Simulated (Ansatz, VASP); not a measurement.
FeO in VASP and in Ansatz

```
Fe O
1.0
     0.00000    2.15540    2.15540
     2.15540    0.00000    2.15540
     2.15540    2.15540    0.00000
Fe O
1 1
Direct
  0.00000 0.00000 0.00000
  0.50000 0.50000 0.50000
```

Alike in both runs: task electric field gradients; functional PBE; k mesh 15 × 15 × 15; occupations fermi-dirac, width 0.03 eV; collinear spin.

```csv
,VASP,Ansatz
version,VASP 6.6.1,Ansatz 0.2.0
potentials or method,"VASP PAW PBE potentials, release 64 (Fe, O)","PAW with Ansatz's default frozen-core files, scalar-relativistic"
plane-wave cutoff (eV),520,420
valence electrons in the cell,14,22
```

```csv
,VASP,Ansatz,Ansatz less VASP
pressure (GPa),-0.2,-0.3,-0.11
net moment per atom (μB),2.00,2.00,0.000
size of the moment on the site where the two differ most (μB),3.62,3.45,-0.169
```

Site moments also hang on the region over which each program counts them. With one functional, cell and mesh, what is left measures potentials, basis and numerics. VASP's potentials hold 14 valence electrons a cell and Ansatz's 22, so a difference there can come from the potentials and not from the codes.
